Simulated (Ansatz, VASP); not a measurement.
# Two plane-wave programs on ZnMo3

```
CELL_PARAMETERS angstrom
3.96137 0.00000 0.00000
0.00000 3.96137 0.00000
0.00000 0.00000 3.96137
ATOMIC_POSITIONS crystal
Zn 0.00000 0.00000 0.00000
Mo 0.00000 0.50000 0.50000
Mo 0.50000 0.00000 0.50000
Mo 0.50000 0.50000 0.00000
```

Alike in both runs: task single point; functional LDA; k mesh 10 × 10 × 10; occupations gaussian, width 0.1 eV; no spin polarisation.

|  | VASP | Ansatz |
| --- | --- | --- |
| version | VASP 6.6.1 | Ansatz 0.2.0 |
| potentials or method | VASP PAW LDA potentials, release 64 (Zn, Mo_sv), cutoff 520 eV | scalar-relativistic, plane waves, PAW |
| valence electrons in the cell | 54 | 54 |

Ansatz gave:

- gap on the k mesh at the Fermi level (eV): none
- pressure (GPa): -16.2

**Question.** Which values does VASP return?

**Answer.** gap on the k mesh at the Fermi level (eV): none; pressure (GPa): -15.2.

LDA's correlation is that of Perdew and Zunger in VASP and of Perdew and Wang (1992) in Ansatz. A gap of «none» marks a metal or a gap that the smearing closes.
